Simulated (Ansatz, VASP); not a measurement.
## ScB2P3: VASP beside Ansatz

File INCAR:

```
SYSTEM = ScB2P3
ALGO = Normal
EDIFF = 1E-6
EDIFFG = -0.08
ENCUT = 600
GGA = PE
IBRION = 2
ISIF = 3
ISMEAR = 0
LASPH = .TRUE.
LCHARG = .FALSE.
LREAL = .FALSE.
LWAVE = .FALSE.
NELM = 80
NSW = 36
PREC = Accurate
SIGMA = 0.2
```

KPOINTS

```
k-points
0
G
  5 5 2
  0 0 0
```

The input POSCAR:

```
ScB2P3
1.0
    3.4500000000      0.0000000000      0.0000000000
   -1.7250000000      2.9877876400      0.0000000000
    0.0000000000      0.0000000000      8.6500000000
Sc B P
1 2 3
Direct
    0.0000000000      0.0000000000      0.9700000000
    0.0000000000      0.0000000000      0.6900000000
    0.3333333300      0.6666666700      0.3900000000
    0.0000000000      0.0000000000      0.4600000000
    0.3333333300      0.6666666700      0.1600000000
    0.6666666700      0.3333333300      0.7700000000
```

Input for Ansatz:

```yaml
crystal:
  lattice:
    - [3.45, 0.0, 0.0]
    - [-1.725, 2.98778764, 0.0]
    - [0.0, 0.0, 8.65]
  atoms:
    - { symbol: Sc, position: [0.0, 0.0, 0.97] }
    - { symbol: B, position: [0.0, 0.0, 0.69] }
    - { symbol: B, position: [0.33333333, 0.66666667, 0.39] }
    - { symbol: P, position: [0.0, 0.0, 0.46] }
    - { symbol: P, position: [0.33333333, 0.66666667, 0.16] }
    - { symbol: P, position: [0.66666667, 0.33333333, 0.77] }
basis:
  ecutwfc: 420
kpoints:
  mp_grid: { grid: [5, 5, 2] }
hamiltonian:
  xc: pbe
scf:
  occupations: { method: gaussian, width: 0.2 }
  lower_state_search: "off"
output:
  forces: true
  stress: true
  eigenvalues: true
relax:
  adjacent_minimum: "off"
  f_tol: 0.08
  max_steps: 16
  cell: { stress_tol: 0.8 }
```

Alike in both runs: task relaxation of cell and atoms; functional PBE; k mesh 5 × 5 × 2; occupations gaussian, width 0.2 eV; no spin polarisation.

|  | VASP | Ansatz |
| --- | --- | --- |
| version | VASP 6.6.1 | Ansatz 0.2.0 |
| potentials or method | VASP PAW PBE potentials, release 64 (Sc_sv, B, P), cutoff 600 eV | scalar-relativistic, plane waves, PAW |
| valence electrons in the cell | 32 | 32 |

```csv
,VASP,Ansatz,Ansatz less VASP
"gap on the k mesh at the Fermi level, each at its own relaxed structure (eV)",none,none,-
relaxed volume (Å³/atom),13.72,13.73,+0.011
relaxed length of the cell vector where the two differ most in proportion (Å),3.253,3.255,+0.0019
```

A gap of «none» marks a metal or a gap that the smearing closes.

The k mesh is coarse, so the values compare programs but aren't converged.
